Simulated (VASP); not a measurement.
LiAl16: single point with PBE

The system is LiAl16, a slab with vacuum.

```xyz
17
Lattice="8.1000 0.0000 0.0000 0.0000 5.7276 0.0000 0.0000 0.0000 16.2957" Properties=species:S:1:pos:R:3 pbc="T T T"
Al    2.0250    1.4319    1.0000
Al    6.0750    1.4319    1.0000
Al    2.0250    4.2957    1.0000
Al    6.0750    4.2957    1.0000
Al    0.0333    0.0138    2.3420
Al    4.0394    0.0107    2.3424
Al    0.0128    2.8862    2.3350
Al    4.0590    2.8838    2.3364
Al    2.0602    1.4588    3.8210
Al    6.1098    1.4551    3.8527
Al    2.0616    4.3006    3.8844
Al    6.1095    4.3724    3.8576
Al    0.0744    0.0592    5.2394
Al    4.0668    0.0605    5.2401
Al   -0.0255    2.9416    5.1867
Al    4.1639    2.9442    5.1918
Li    2.0670    1.8813    6.5999
```

| Property | Result |
| --- | --- |
| Program | VASP 6.6.1 |
| Task | single point |
| Functional | PBE |
| Potentials or basis | VASP PAW PBE potentials, release 64 (Al, Li_sv) |
| Cutoff | 520 eV |
| k mesh | 3 × 4 × 1 |
| Occupations | gaussian, width 0.05 eV |
| Spin | no spin polarisation |

| Quantity | Value |
| --- | --- |
| Largest force | 0.171 eV/Å |

Forces on the atoms (eV/Å):
```
Al   0.006  0.019 -0.083
Al   0.006  0.028  0.041
Al   0.008  0.033 -0.005
Al   0.001  0.039  0.051
Al  -0.004  0.002  0.002
Al   0.006  0.000  0.000
Al  -0.003  0.002 -0.001
Al  -0.001  0.001 -0.003
Al  -0.002  0.001 -0.016
Al  -0.004  0.009  0.012
Al  -0.002  0.008 -0.016
Al  -0.003  0.002  0.020
Al   0.010  0.003 -0.004
Al  -0.014  0.003 -0.008
Al   0.024  0.010  0.003
Al  -0.027  0.010  0.005
Li  -0.003 -0.171  0.002
```

Levels at points of the mesh, in eV from the Fermi level:
```tsv
k point	band 23	band 24	band 25	band 26	band 27	band 28	band 29	band 30
(0.00, 0.00, 0.00)	-0.95	-0.89	-0.62	-0.37	-0.16	0.06	0.97	1.02
(0.00, 0.50, 0.00)	-0.85	-0.12	-0.10	0.53	0.58	1.06	1.14	1.45
```

It took 3.4 min on 1 thread of AMD EPYC 9R45 (Zen 5) (shared host), peak memory 0.69 GiB.
